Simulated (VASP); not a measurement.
# Mg (R-3m) in VASP: single point with PBE

Aim: the single point of Mg with PBE.

All numbers are computed with VASP 6.6.1; they aren't measurements. Logs are shortened: lines on timing, memory, paths and dates and some standing lists are left out, and cuts for length are marked.

## Step 1: The cell of the first run

The structure is trigonal, space group R-3m (No. 166). Conventional cell: a = 3.689 Å, b = 3.689 Å, c = 13.250 Å, α = 90.00°, β = 90.00°, γ = 120.00°. Within 2.0 Å of Mg (site symmetry 3m) lie 1 Mg at 1.53 Å.

## Step 2: Single point, PBE

The input, INCAR:

```
SYSTEM = Mg
PREC = Accurate ; ENCUT = 840
EDIFF = 1E-6 ; ISMEAR = 0
SIGMA = 0.1 ; LREAL = .False.
LASPH = .True. ; NELM = 120
ALGO = Normal ; ISIF = 2
LWAVE = .False. ; LCHARG = .True.
GGA = PE ; LELF = .True.
LVHAR = .True. ; NBANDS = 17
GGA_COMPAT = .False.
```

The input, KPOINTS:

```
Automatic mesh
0
Gamma
  6 6 6
  0 0 0
```

The input, POSCAR:

```
Mg
1.0
    1.8444747348      1.0649079846      4.4167123742
   -1.8444747348      1.0649079846      4.4167123742
    0.0000000000     -2.1298159693      4.4167123742
Mg
2
Direct
    0.0577000000      0.0577000000      0.0577000000
    0.9423000000      0.9423000000      0.9423000000
```

Potentials or basis: VASP PAW PBE potentials, release 64 (Mg_sv).

The run is started by

```bash
$ cat potpaw_PBE.64/Mg_sv/POTCAR > POTCAR
$ mpirun -np 1 vasp_std > vasp.out
```

OUTCAR:

```text
SYSTEM = Mg
   PREC = Accurate
   ENCUT = 840
   EDIFF = 1E-6
   ISMEAR = 0
   LREAL = .False.
   LASPH = .True.
   NELM = 120
   ISIF = 2
   GGA = PE

 ion  position               nearest neighbor table
   1  0.058  0.058  0.058-   2 1.53
   2  0.942  0.942  0.942-   1 1.53

  LATTYP: Found a trigonal (rhomboedric) cell.
 ALAT       =     4.9034135313
 COS(alpha) =     0.7170052526

  Lattice vectors:

 A1 = (   1.8444747348,   1.0649079846,   4.4167123742)
 A2 = (  -1.8444747348,   1.0649079846,   4.4167123742)
 A3 = (   0.0000000000,  -2.1298159693,   4.4167123742)

Analysis of symmetry for initial positions (statically):
=====================================================================
 Subroutine PRICEL returns:
 Original cell was already a primitive cell.

 Routine SETGRP: Setting up the symmetry group for a
 trigonal (rhombohedral) supercell.

 Subroutine GETGRP returns: Found 12 space group operations
 (whereof 12 operations were pure point group operations)
 out of a pool of 12 trial point group operations.

The static configuration has the point symmetry D_3d.

Analysis of symmetry for dynamics (positions and initial velocities):
=====================================================================
 Subroutine PRICEL returns:
 Original cell was already a primitive cell.

 Routine SETGRP: Setting up the symmetry group for a
 trigonal (rhombohedral) supercell.

 Subroutine GETGRP returns: Found 12 space group operations
 (whereof 12 operations were pure point group operations)
 out of a pool of 12 trial point group operations.

The dynamic configuration has the point symmetry D_3d.

 Subroutine INISYM returns: Found 12 space group operations
 (whereof 12 operations are pure point group operations),
 and found     1 'primitive' translations

----------------------------------------------------------------------------------------

                                     Primitive cell

  volume of cell :      52.0517

  direct lattice vectors                    reciprocal lattice vectors
     1.844474735  1.064907985  4.416712374     0.271079886  0.156508045  0.075470917
    -1.844474735  1.064907985  4.416712374    -0.271079886  0.156508045  0.075470917
     0.000000000 -2.129815969  4.416712374     0.000000000 -0.313016090  0.075470917

  length of vectors
     4.903413531  4.903413531  4.903413531     0.321985919  0.321985919  0.321985919

[... 79 lines left out ...]
   NELM   =    120;   NELMIN=  2; NELMDL= -5     # of ELM steps
   EDIFF  = 0.1E-05   stopping-criterion for ELM
   LREAL  =      F    real-space projection
   EDIFFG = 0.1E-04   stopping-criterion for IOM
   NSW    =      0    number of steps for IOM
   IBRION =     -1    ionic relax: 0-MD 1-quasi-New 2-CG
   NFREE  =      0    steps in history (QN), initial steepest desc. (CG)
   ISIF   =      2    stress and relaxation
   ISYM   =      2    0-nonsym 1-usesym 2-fastsym
   POTIM  = 0.5000    time-step for ionic-motion
   TEBEG  =    0.0;   TEEND  =   0.0 temperature during run
   PSTRESS=    0.0 pullay stress
   NELECT =      20.0000    total number of electrons
   NUPDOWN=      -1.0000    fix difference up-down
   EMIN   =  10.00;   EMAX   =-10.00  energy-range for DOS
   EFERMI =   0.00;   METHOD = LEGACY
   ISMEAR =     0;   SIGMA  =   0.10  broadening in eV -4-tet -1-fermi 0-gaus
   EFERMI_NEDOS =   21; number of points for ismear=-14 and -15
   IALGO  =     38    algorithm
   IMIX   =      4    mixing-type and parameters
     AMIX     =   0.40;   BMIX     =  1.00
     AMIX_MAG =   1.60;   BMIX_MAG =  1.00
  volume/ion in A,a.u.               =      26.03       175.63
  Fermi-wavevector in a.u.,A,eV,Ry     =   1.190163  2.249082 19.272489  1.416488
  Thomas-Fermi vector in A             =   2.326254
   LORBIT       =      0    0 simple, 1 ext, 2 COOP (PROOUT), +10 PAW based schemes
   GGA     = PE    functional components
   LHFCALC =     F    Hartree Fock is set to
   AEXX    =    0.0000 exact exchange contribution
   IVDW    =     0    specifies the selected vdW correction
   LEPSILON=     F    determine dielectric tensor
   LRPA    =     F    only Hartree local field effects (RPA)
 non-spin polarized calculation
 Gauss-broadening in eV      SIGMA  =   0.10
  energy-cutoff  :      840.00
  volume of cell :       52.05
 maximum number of plane-waves:      2897
 NGX is ok and might be reduce to    48
   NGX = 23   NGY = 23   NGZ = 23

 number of electron      20.0000005 magnetization

 Free energy of the ion-electron system (eV)
  ---------------------------------------------------
  ext. energy  EPLUGINS =         0.00000000
  ---------------------------------------------------
  free energy    TOTEN  =         5.78917181 eV

  energy without entropy =        5.79572096  energy(sigma->0) =        5.79244639

 E-fermi :   1.7158     XC(G=0):  -8.1989

 val. band max:        1.7148206772   @ k =   0.5000   0.1667   0.1667
 cond. band min:       1.7553787072   @ k =  -0.3333   0.3333   0.3333
 fundamental gap:      0.0405580300
 Fermi energy:         1.7158304958

 k-point     1 :       0.0000    0.0000    0.0000
  band No.  band energies     occupation
      1     -77.8497      2.00000
      2     -76.5955      2.00000
      3     -45.8950      2.00000
      4     -43.9915      2.00000
      5     -43.9915      2.00000
      6     -43.3815      2.00000
[... 457 lines left out ...]
      4     -43.9955      2.00000
      5     -43.9937      2.00000
      6     -43.3834      2.00000
[... 9 lines left out ...]
     16      11.0323      0.00000
     17      12.0153      0.00000

 [... further k-points ...]

------------------------ aborting loop because EDIFF is reached ----------------------------------------

  FORCE on cell =-STRESS in cart. coord.  units (eV):
  Direction    XX          YY          ZZ          XY          YZ          ZX
  --------------------------------------------------------------------------------------
  -------------------------------------------------------------------------------------
  Total       -3.0807457     -3.0807457     29.8639322      0.0000000     -0.0000000      0.0000000
  in kB      -94.8268374    -94.8268374    919.2262345      0.0000000     -0.0000000      0.0000000
  external PRESSURE =     243.1908533 kB  Pullay stress =       0.0000000 kB

 VOLUME and BASIS-vectors are now :
 -----------------------------------------------------------------------------
  energy-cutoff  :      840.00
  volume of cell :       52.05
      direct lattice vectors                 reciprocal lattice vectors
     1.844474735  1.064907985  4.416712374     0.271079886  0.156508045  0.075470917
    -1.844474735  1.064907985  4.416712374    -0.271079886  0.156508045  0.075470917
     0.000000000 -2.129815969  4.416712374     0.000000000 -0.313016090  0.075470917

 POSITION                                       TOTAL-FORCE (eV/Angst)
 -----------------------------------------------------------------------------------
      0.00000     -0.00000      0.76453         0.000000     -0.000000     20.875362
      0.00000     -0.00000     12.48560         0.000000      0.000000    -20.875362
 -----------------------------------------------------------------------------------
    total drift:                               -0.000000     -0.000000      0.000000

  FREE ENERGIE OF THE ION-ELECTRON SYSTEM (eV)
  ---------------------------------------------------
  free  energy   TOTEN  =         5.7891718090 eV

  energy  without entropy=        5.7957209634  energy(sigma->0) =        5.79244639
```

OSZICAR:

```text
N       E                     dE             d eps       ncg     rms          rms(c)
DAV:   1     0.232792497922E+03    0.23279E+03   -0.17113E+04  1224   0.169E+03
DAV:   2     0.313517042469E+02   -0.20144E+03   -0.19866E+03  1257   0.467E+02
DAV:   3     0.696064202138E+01   -0.24391E+02   -0.24069E+02  1976   0.101E+02
DAV:   4     0.566472187713E+01   -0.12959E+01   -0.12949E+01  1186   0.283E+01
DAV:   5     0.561258992921E+01   -0.52132E-01   -0.52128E-01  1687   0.388E+00    0.213E+00
DAV:   6     0.573643562264E+01    0.12385E+00   -0.10230E-01  1437   0.315E+00    0.108E+00
DAV:   7     0.578861662099E+01    0.52181E-01   -0.11456E-01  1725   0.316E+00    0.261E-01
DAV:   8     0.578908884892E+01    0.47223E-03   -0.18075E-02  1286   0.118E+00    0.113E-01
DAV:   9     0.578913958662E+01    0.50738E-04   -0.20524E-03  1272   0.341E-01    0.841E-02
DAV:  10     0.578917244005E+01    0.32853E-04   -0.23644E-04  1355   0.195E-01    0.343E-03
DAV:  11     0.578917180900E+01   -0.63105E-06   -0.89398E-06  1309   0.343E-02
   1 F= 0.57891718E+01 E0= 0.57924464E+01  d E =-.654915E-02
```

stdout:

```text
POSCAR found type information on POSCAR Mg
 POSCAR found :  1 types and       2 ions
 scaLAPACK will be used
 LDA part: xc-table for (Slater+PW92), standard interpolation
 POSCAR, INCAR and KPOINTS ok, starting setup
 FFT: planning ... GRIDC
 FFT: planning ... GRID_SOFT
 FFT: planning ... GRID
 WAVECAR not read
 entering main loop
```

Run time: 86 s. Hardware: 1 thread of Intel Xeon Platinum 8259CL at 2.50GHz (Skylake/Cascade Lake), shared host; peak memory 0.31 GiB.

What came out:

```
Free energy            : 5.7892 eV
Pressure               : 24.3 GPa
Largest force          : 20.875 eV/Å
Band gap on the k mesh : zero (bands 10 and 11 overlap by 2.75 eV)
```

Forces in eV/Å, atoms in the order of the input:
```
Mg    0.000   0.000  20.875
Mg    0.000   0.000 -20.875
```

Stress tensor (GPa, compression positive):
```
-9.48  0.00  0.00
 0.00 -9.48  0.00
 0.00  0.00 91.92
```

Levels at points of the mesh, in eV from the Fermi level:
| k point | band 8 | band 9 | band 10 | band 11 | band 12 | band 13 |
| --- | --- | --- | --- | --- | --- | --- |
| (0.00, 0.00, 0.00) | -44.39 | -6.34 | 0.93 | 1.75 | 6.09 | 6.09 |
| (0.50, 0.00, 0.00) | -44.39 | -2.71 | -2.40 | 2.35 | 2.65 | 4.01 |
| (0.50, 0.50, 0.00) | -44.39 | -2.03 | -2.03 | 0.63 | 1.02 | 3.28 |
| (0.50, 0.50, 0.50) | -44.39 | -5.04 | -3.62 | 5.81 | 5.81 | 7.39 |

Caveat: atoms lie so close that the PAW spheres overlap strongly, which falsifies energies and pressures; the stress differs along the axes, from -9 to 92 GPa; forces of over 1 eV/Å act on the atoms, so gaps and moduli don't describe the material at rest.

The gap in the log of VASP goes by the Fermi energy; the results here count the filled bands.